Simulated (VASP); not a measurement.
Write the native input for VASP 6.6.1 that does the following.

```yaml
Task: single point
Functional: PBE
Potentials_or_basis: VASP PAW PBE potentials, release 64 (Ni, O)
Cutoff: 520 eV
k_mesh: 11 × 11 × 11
Occupations: gaussian, width 0.011 eV
Spin: collinear spin, ferromagnetic start
Starting_moments: "[1.0, 0.0] μB"
Dipole_correction: no
Further_INCAR_settings: ALGO = Normal; EDIFF = 1e-06; NBANDS = 19
```

The structure of NiO lies in POSCAR:

```
NiO
1.0
    0.0000000000      2.0859016414      2.0859016414
    2.0859016414      0.0000000000      2.0859016414
    2.0859016414      2.0859016414      0.0000000000
Ni O
1 1
Direct
    0.0000000000      0.0000000000      0.0000000000
    0.5000000000      0.5000000000      0.5000000000
```

One way to write it, as run:

INCAR

```
PREC = Accurate ; ENCUT = 520
EDIFF = 1E-6 ; ISMEAR = 0
SIGMA = 0.011 ; LREAL = F
LASPH = T ; NELM = 150
ALGO = Normal ; ISIF = 2
LWAVE = F ; LCHARG = F
ISPIN = 2 ; MAGMOM = 1 0
LORBIT = 11 ; LMAXMIX = 4
GGA = PE ; NBANDS = 19
```

KPOINTS

```
Automatic mesh
0
Gamma
  11 11 11
```

Potentials or basis: VASP PAW PBE potentials, release 64 (Ni, O).

Launch:

```bash
$ cat potpaw_PBE.64/Ni/POTCAR potpaw_PBE.64/O/POTCAR > POTCAR
$ mpirun -np 1 vasp_std > vasp.out
```

Results of the run:

```
Pressure                                              : 6.1 GPa
Net moment                                            : 1.78 μB per cell
Site moments                                          : Ni +1.46; O +0.28 μB
Valence electrons inside the program's atomic spheres : Ni 8.99; O 4.98
```

Caveat: a cell with one magnetic atom can't hold antiferromagnetic order, which such compounds often take.

It used 47 s of CPU time on 1 thread of AMD EPYC 7R13 Processor (Zen 3), on a shared host.
